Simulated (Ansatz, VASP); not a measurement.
C in VASP and in Ansatz

INCAR

```
PREC     = Accurate       # precision mode
ENCUT    = 520            # plane-wave cutoff, eV
EDIFF    = 1E-7           # SCF threshold, eV
ISMEAR   = 0              # smearing method
SIGMA    = 0.02           # smearing width, eV
LREAL    = False          # projectors in reciprocal space
LASPH    = True           # aspherical terms in the spheres
NELM     = 120            # most SCF steps
ALGO     = Normal         # electronic algorithm
ISIF     = 2              # what is computed and relaxed
LWAVE    = False          # write WAVECAR
LCHARG   = False          # write CHGCAR
GGA      = PS             # functional
IBRION   = 2              # ionic algorithm
NSW      = 60             # ionic steps
EDIFFG   = -0.002         # ionic threshold
GGA_COMPAT= False        
NELMIN   = 4
```

Contents of KPOINTS:

```
regular mesh
0
Gamma
  9 9 9
```

File POSCAR:

```
C
1.0
   -0.0131773479      1.7814235464      1.7814235464
    1.7814235464     -0.0131773479      1.7814235464
    1.7814235464      1.7814235464     -0.0131773479
C
2
Direct
   -0.0000873341     -0.0000873341     -0.0000873341
    0.2500873341      0.2500873341      0.2500873341
```

Input for Ansatz:

```yaml
crystal:
  lattice:
    - [-0.0131773479, 1.7814235464, 1.7814235464]
    - [1.7814235464, -0.0131773479, 1.7814235464]
    - [1.7814235464, 1.7814235464, -0.0131773479]
  atoms:
    - { symbol: C, position: [-8.73341e-05, -8.73341e-05, -8.73341e-05] }
    - { symbol: C, position: [0.2500873341, 0.2500873341, 0.2500873341] }
basis:
  ecutwfc: 420
kpoints:
  mp_grid: { grid: [9, 9, 9] }
hamiltonian:
  xc: pbesol
  pseudopotentials: { kind: paw, azcp: { folder: soft_1 } }
scf:
  occupations: { method: gaussian, width: 0.02 }
output:
  forces: true
  stress: true
  eigenvalues: true
relax:
  adjacent_minimum: "off"
  f_tol: 0.002
  max_steps: 40
```

Change from the starting cell: strained cell.

Alike in both runs: task relaxation of the atoms; functional PBEsol; k mesh 9 × 9 × 9; occupations gaussian, width 0.02 eV; no spin polarisation.

|  | VASP | Ansatz |
| --- | --- | --- |
| version | VASP 6.6.1 | Ansatz 0.2.0 |
| potentials or method | VASP PAW PBE potentials, release 64 (C), cutoff 520 eV | scalar-relativistic, plane waves, PAW |
| valence electrons in the cell | 8 | 8 |

Ansatz gave:

- gap on the k mesh at the Fermi level, each at its own relaxed structure (eV): 4.00

Question: Which values does VASP return?

Answer: gap on the k mesh at the Fermi level, each at its own relaxed structure (eV): 3.99.

VASP's potentials were made for PBE, not for PBEsol, and Ansatz warns of the same on its side. Ansatz's warnings: stress scf threshold loose.
